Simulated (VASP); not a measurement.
# Ge (Fm-3m) in VASP: notebook

Ge is run at these levels: PBE; tasks: single point.

Everything below comes from runs of VASP 6.6.1. Logs are shortened: lines on timing, memory, paths and dates and some standing lists are left out, and cuts for length are marked.

**1. The cell of the first run**

It takes space group Fm-3m (No. 225, cubic). Conventional cell: a = 4.280 Å, b = 4.280 Å, c = 4.280 Å, α = 90.00°, β = 90.00°, γ = 90.00°. Ge (site symmetry m-3m) has 12 Ge at 3.03 Å within 4.0 Å.

**2. Single point, PBE**

INCAR reads:

```
SYSTEM = Ge
ALGO = Normal ; EDIFF = 1E-6
ENCUT = 520 ; GGA = PE
ISIF = 2 ; ISMEAR = -1
LASPH = .TRUE. ; LCHARG = .FALSE.
LREAL = .FALSE. ; LWAVE = .FALSE.
NBANDS = 13 ; NELM = 100
PREC = Accurate ; SIGMA = 0.15
```

KPOINTS reads:

```
k-points
0
G
  4 4 4
  0 0 0
```

POSCAR reads:

```
Ge
1.0
    0.0000000000      2.1400000000      2.1400000000
    2.1400000000      0.0000000000      2.1400000000
    2.1400000000      2.1400000000      0.0000000000
Ge
1
Direct
    0.0000000000      0.0000000000      0.0000000000
```

Potentials or basis: VASP PAW PBE potentials, release 64 (Ge_d).

Launch:

```
$ cat potpaw_PBE.64/Ge_d/POTCAR > POTCAR
$ mpirun -np 1 vasp_std > vasp.out
```

OUTCAR:

```text
SYSTEM = Ge
   EDIFF = 1E-6
   ENCUT = 520
   GGA = PE
   ISIF = 2
   ISMEAR = -1
   LASPH = .TRUE.
   LREAL = .FALSE.
   NELM = 100
   PREC = Accurate

 ion  position               nearest neighbor table
   1  0.000  0.000  0.000-

  LATTYP: Found a face centered cubic cell.
 ALAT       =     4.2800000000

  Lattice vectors:

 A1 = (   0.0000000000,   2.1400000000,   2.1400000000)
 A2 = (   2.1400000000,   0.0000000000,   2.1400000000)
 A3 = (   2.1400000000,   2.1400000000,   0.0000000000)

Analysis of symmetry for initial positions (statically):
=====================================================================
 Subroutine PRICEL returns:
 Original cell was already a primitive cell.

 Routine SETGRP: Setting up the symmetry group for a
 face centered cubic supercell.

 Subroutine GETGRP returns: Found 48 space group operations
 (whereof 48 operations were pure point group operations)
 out of a pool of 48 trial point group operations.

The static configuration has the point symmetry O_h .

Analysis of symmetry for dynamics (positions and initial velocities):
=====================================================================
 Subroutine PRICEL returns:
 Original cell was already a primitive cell.

 Routine SETGRP: Setting up the symmetry group for a
 face centered cubic supercell.

 Subroutine GETGRP returns: Found 48 space group operations
 (whereof 48 operations were pure point group operations)
 out of a pool of 48 trial point group operations.

The dynamic configuration has the point symmetry O_h .

 Subroutine INISYM returns: Found 48 space group operations
 (whereof 48 operations are pure point group operations),
 and found     1 'primitive' translations

----------------------------------------------------------------------------------------

                                     Primitive cell

  volume of cell :      19.6007

  direct lattice vectors                    reciprocal lattice vectors
     0.000000000  2.140000000  2.140000000    -0.233644860  0.233644860  0.233644860
     2.140000000  0.000000000  2.140000000     0.233644860 -0.233644860  0.233644860
     2.140000000  2.140000000  0.000000000     0.233644860  0.233644860 -0.233644860

  length of vectors
     3.026417023  3.026417023  3.026417023     0.404684768  0.404684768  0.404684768

  position of ions in fractional coordinates (direct lattice)
     0.000000000  0.000000000  0.000000000

  ion indices of the primitive-cell ions
[... 63 lines left out ...]
   ISIF   =      2    stress and relaxation
   ISYM   =      2    0-nonsym 1-usesym 2-fastsym
   POTIM  = 0.5000    time-step for ionic-motion
   TEBEG  =    0.0;   TEEND  =   0.0 temperature during run
   PSTRESS=    0.0 pullay stress
   NELECT =      14.0000    total number of electrons
   NUPDOWN=      -1.0000    fix difference up-down
   EMIN   =  10.00;   EMAX   =-10.00  energy-range for DOS
   EFERMI =   0.00;   METHOD = LEGACY
   ISMEAR =    -1;   SIGMA  =   0.15  broadening in eV -4-tet -1-fermi 0-gaus
   EFERMI_NEDOS =   21; number of points for ismear=-14 and -15
   IALGO  =     38    algorithm
   IMIX   =      4    mixing-type and parameters
     AMIX     =   0.40;   BMIX     =  1.00
     AMIX_MAG =   1.60;   BMIX_MAG =  1.00
  volume/ion in A,a.u.               =      19.60       132.27
  Fermi-wavevector in a.u.,A,eV,Ry     =   1.463391  2.765408 29.137060  2.141513
  Thomas-Fermi vector in A             =   2.579491
   LORBIT       =      0    0 simple, 1 ext, 2 COOP (PROOUT), +10 PAW based schemes
   GGA     = PE    functional components
   LHFCALC =     F    Hartree Fock is set to
   AEXX    =    0.0000 exact exchange contribution
   IVDW    =     0    specifies the selected vdW correction
   LEPSILON=     F    determine dielectric tensor
   LRPA    =     F    only Hartree local field effects (RPA)
 non-spin polarized calculation
  energy-cutoff  :      520.00
  volume of cell :       19.60
 maximum number of plane-waves:       544
 NGX is ok and might be reduce to    24
   NGX = 11   NGY = 11   NGZ = 11

 number of electron      14.0000014 magnetization

 Free energy of the ion-electron system (eV)
  ---------------------------------------------------
  ext. energy  EPLUGINS =         0.00000000
  ---------------------------------------------------
  free energy    TOTEN  =        -4.07141262 eV

  energy without entropy =       -4.01808221  energy(sigma->0) =       -4.04474742

 E-fermi :   6.3795     XC(G=0): -11.1165

 val. band max:        6.1537245740   @ k =  -0.2500   0.5000   0.2500
 cond. band min:       6.4730523768   @ k =  -0.2500   0.2500   0.0000
 fundamental gap:      0.3193278027
 Fermi energy:         6.3795193614

 k-point     1 :       0.0000    0.0000    0.0000
  band No.  band energies     occupation
      1     -18.3548      2.00000
      2     -18.3548      2.00000
      3     -18.3548      2.00000
      4     -18.3087      2.00000
      5     -18.3087      2.00000
      6      -6.4762      2.00000
      7      15.0092      0.00000
      8      15.0092      0.00000
      9      15.0092      0.00000
     10      20.2141      0.00000
     11      20.2141      0.00000
     12      20.2141      0.00000
     13      21.3184      0.00000
[... 98 lines left out ...]
  band No.  band energies     occupation
      1     -18.3457      2.00000
      2     -18.3335      2.00000
      3     -18.3335      2.00000
      4     -18.2927      2.00000
      5     -18.2578      2.00000
      6       1.2637      2.00000
      7       4.4027      2.00000
      8       4.4027      2.00000
      9       6.1537      1.63673
     10      19.2178      0.00000
     11      21.4522      0.00000
     12      21.4522      0.00000
     13      23.1284      0.00000

------------------------ aborting loop because EDIFF is reached ----------------------------------------

  FORCE on cell =-STRESS in cart. coord.  units (eV):
  Direction    XX          YY          ZZ          XY          YZ          ZX
  --------------------------------------------------------------------------------------
  -------------------------------------------------------------------------------------
  Total        0.0076008      0.0076008      0.0076008     -0.0000000      0.0000000     -0.0000000
  in kB        0.6212997      0.6212997      0.6212997     -0.0000000      0.0000000     -0.0000000
  external PRESSURE =       0.6212997 kB  Pullay stress =       0.0000000 kB

 VOLUME and BASIS-vectors are now :
 -----------------------------------------------------------------------------
  energy-cutoff  :      520.00
  volume of cell :       19.60
      direct lattice vectors                 reciprocal lattice vectors
     0.000000000  2.140000000  2.140000000    -0.233644860  0.233644860  0.233644860
     2.140000000  0.000000000  2.140000000     0.233644860 -0.233644860  0.233644860
     2.140000000  2.140000000  0.000000000     0.233644860  0.233644860 -0.233644860

 POSITION                                       TOTAL-FORCE (eV/Angst)
 -----------------------------------------------------------------------------------
      0.00000      0.00000      0.00000        -0.000000      0.000000      0.000000
 -----------------------------------------------------------------------------------
    total drift:                               -0.000000      0.000000     -0.000000

  FREE ENERGIE OF THE ION-ELECTRON SYSTEM (eV)
  ---------------------------------------------------
  free  energy   TOTEN  =        -4.0714126238 eV

  energy  without entropy=       -4.0180822127  energy(sigma->0) =       -4.04474742
```

stdout:

```text
POSCAR found type information on POSCAR Ge
 POSCAR found :  1 types and       1 ions
 scaLAPACK will be used
 LDA part: xc-table for (Slater+PW92), standard interpolation
 POSCAR, INCAR and KPOINTS ok, starting setup
 FFT: planning ... GRIDC
 FFT: planning ... GRID_SOFT
 FFT: planning ... GRID
 WAVECAR not read
 entering main loop
```

Wall time 1.8 s (1 thread of Intel Xeon Platinum 8488C (Sapphire Rapids), shared host); peak memory 0.13 GiB.

What came out:

| Quantity | Value |
| --- | --- |
| Free energy | -4.0714 eV |
| Pressure | 0.1 GPa |
| Band gap on the k mesh | zero (band 7 reaches 15.01 eV, above the bottom of band 8 at 4.40 eV) |

Levels at points of the mesh, in eV from the Fermi level:
```
           k point  band 3  band 4  band 5  band 6  band 7  band 8  band 9  band 10  band 11  band 12
(0.00, 0.00, 0.00)  -24.73  -24.69  -24.69  -12.86    8.63    8.63    8.63    13.83    13.83    13.83
(0.50, 0.00, 0.00)  -24.73  -24.65  -24.65   -7.81   -5.30    6.65    6.65    11.81    12.55    12.55
(0.50, 0.50, 0.00)  -24.65  -24.64  -24.64   -5.61   -4.09    2.59    2.59     6.31     6.69    27.45
```

Caveat: the k points lie up to 0.64 Å⁻¹ apart.

**3. Single point, PBE**

INCAR reads:

```
PREC     = Accurate       # precision mode
ENCUT    = 520            # plane-wave cutoff, eV
EDIFF    = 1E-6           # SCF threshold, eV
ISMEAR   = -1             # smearing method
SIGMA    = 0.15           # smearing width, eV
LREAL    = F              # projectors in reciprocal space
LASPH    = T              # aspherical terms in the spheres
NELM     = 60             # most SCF steps
ALGO     = Normal         # electronic algorithm
ISIF     = 2              # what is computed and relaxed
LWAVE    = F              # write WAVECAR
LCHARG   = F              # write CHGCAR
GGA      = PE             # functional
NBANDS   = 13             # bands
```

KPOINTS reads:

```
Automatic mesh
0
Gamma
  4 4 4
```

POSCAR is that of step 2.

Potentials or basis: VASP PAW PBE potentials, release 64 (Ge_d).

Launch:

```
$ cat potpaw_PBE.64/Ge_d/POTCAR > POTCAR
$ mpirun -np 1 vasp_std > vasp.out
```

Run time: 1.9 s. Hardware: 1 thread of Intel Xeon Platinum 8488C (Sapphire Rapids), shared host; peak memory 0.13 GiB.

Results (log left out):

```
Free energy            : -4.0714 eV
Pressure               : 0.1 GPa
Band gap on the k mesh : zero (band 7 reaches 15.01 eV, above the bottom of band 8 at 4.40 eV)
```

Levels at points of the mesh, in eV from the Fermi level:
| k point | band 5 | band 6 | band 7 | band 8 | band 9 | band 10 |
| --- | --- | --- | --- | --- | --- | --- |
| (0.00, 0.00, 0.00) | -24.69 | -12.86 | 8.63 | 8.63 | 8.63 | 13.83 |
| (0.50, 0.00, 0.00) | -24.65 | -7.81 | -5.30 | 6.65 | 6.65 | 11.81 |
| (0.50, 0.50, 0.00) | -24.64 | -5.61 | -4.09 | 2.59 | 2.59 | 6.31 |

Caveat: the k points lie up to 0.64 Å⁻¹ apart.

**4. Single point, PBE, non-collinear spin, zero start, spin-orbit coupling**

INCAR reads:

```
PREC = Accurate
ENCUT = 520
EDIFF = 1E-6
ISMEAR = -1
SIGMA = 0.15
LREAL = False
LASPH = True
NELM = 150
ALGO = Normal
ISIF = 2
LWAVE = False
LCHARG = True
MAGMOM = 0 0 0
LORBIT = 11
LSORBIT = True
GGA_COMPAT = False
LORBMOM = True
GGA = PE
LVHAR = True
NBANDS = 25
```

KPOINTS is that of step 3.

POSCAR is that of step 3.

Launch:

```
$ cat potpaw_PBE.64/Ge_d/POTCAR > POTCAR
$ mpirun -np 1 vasp_ncl > vasp.out
```

Run time: 7.3 s. Hardware: 1 thread of Intel Xeon Platinum 8488C (Sapphire Rapids), shared host; peak memory 0.18 GiB.

Results (log left out):

| Item | Value |
| --- | --- |
| Free energy | -4.0800 eV |
| Pressure | 0.1 GPa |
| Net moment | 0.00 μB per cell |
| Valence electrons inside the program's atomic spheres | Ge 12.15 |

Moments on the atoms (μB; x, y, z):
```
Ge  0.00 0.00 0.00
```

Caveat: the k points lie up to 0.64 Å⁻¹ apart.
